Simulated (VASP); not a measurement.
Here is a VASP 6.6.1 calculation.

INCAR

```
SYSTEM = GeMo3Pt
ALGO = Fast
EDIFF = 1E-6
ENCUT = 520
GGA = PE
ISIF = 2
ISMEAR = 0
LASPH = .TRUE.
LCHARG = .FALSE.
LREAL = .FALSE.
LWAVE = .FALSE.
NBANDS = 77
NELM = 80
PREC = Accurate
SIGMA = 0.2
```

Contents of KPOINTS:

```
k-points
0
G
  4 6 6
  0 0 0
```

File POSCAR:

```
GeMo3Pt
1.0
   -0.0001276886     -0.0015973892      4.7025620882
    6.3880820004     -0.0027932150      0.0026594819
   -3.1963209871      5.5144325109      0.0012436096
Ge Mo Pt
2 6 2
Direct
   -0.0000093225      0.0000614008      0.0000320716
    0.4999688631      1.0000578065      0.0000202314
    0.2500377631      0.1117154699      0.4126127672
    0.7500825390      0.7003700114      0.1123426821
    0.2498798655      0.5874246683      0.6995174113
    0.7500037880      0.8881137997      0.5873763127
    0.2498504628      0.2996599924      0.8875539051
    0.7501433820      0.4126904476      0.3006012960
    0.7499385447      0.3331230708      0.6666598508
    0.2501041145      0.6667833326      0.3332834719
```

Potentials or basis: VASP PAW PBE potentials, release 64 (Ge_d, Mo_sv, Pt).

The run is started by

```bash
$ cat potpaw_PBE.64/Ge_d/POTCAR potpaw_PBE.64/Mo_sv/POTCAR potpaw_PBE.64/Pt/POTCAR > POTCAR
$ mpirun -np 1 vasp_std > vasp.out
```

(1) What does it give for the pressure?

(2) Estimate the largest force.

(3) Predict the band gap on the k mesh.

Answers

(1) 0.2 GPa.

(2) 0.022 eV/Å.

(3) zero (bands 66 and 67 overlap by 0.31 eV).

Caveat: spin-orbit coupling is left out, which moves the levels of the heavy elements.
